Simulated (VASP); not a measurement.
A run of VASP 6.6.1 is set up as follows.

File INCAR:

```
ALGO = Normal
EDIFF = 1E-8
ENCUT = 520
ISIF = 2
ISMEAR = -1
LASPH = T
LCHARG = F
LEFG = T
LREAL = F
LWAVE = F
NBANDS = 8
NELM = 100
PREC = Accurate
SIGMA = 0.05
```

The input KPOINTS:

```
k-points
0
Gamma
  13 13 13
```

The input POSCAR:

```
Li
1.0
   -1.7382546797      1.7382546797      1.7382546797
    1.7382546797     -1.7382546797      1.7382546797
    1.7382546797      1.7382546797     -1.7382546797
Li
1
Direct
    0.0000000000      0.0000000000      0.0000000000
```

Potentials or basis: VASP PAW LDA potentials, release 64 (Li_sv).

Launch:

```console
$ cat potpaw_LDA.64/Li_sv/POTCAR > POTCAR
$ mpirun -np 1 vasp_std > vasp.out
```

Estimate the band gap on the k mesh.

zero (an odd number of electrons rules out a gap without spin polarisation).
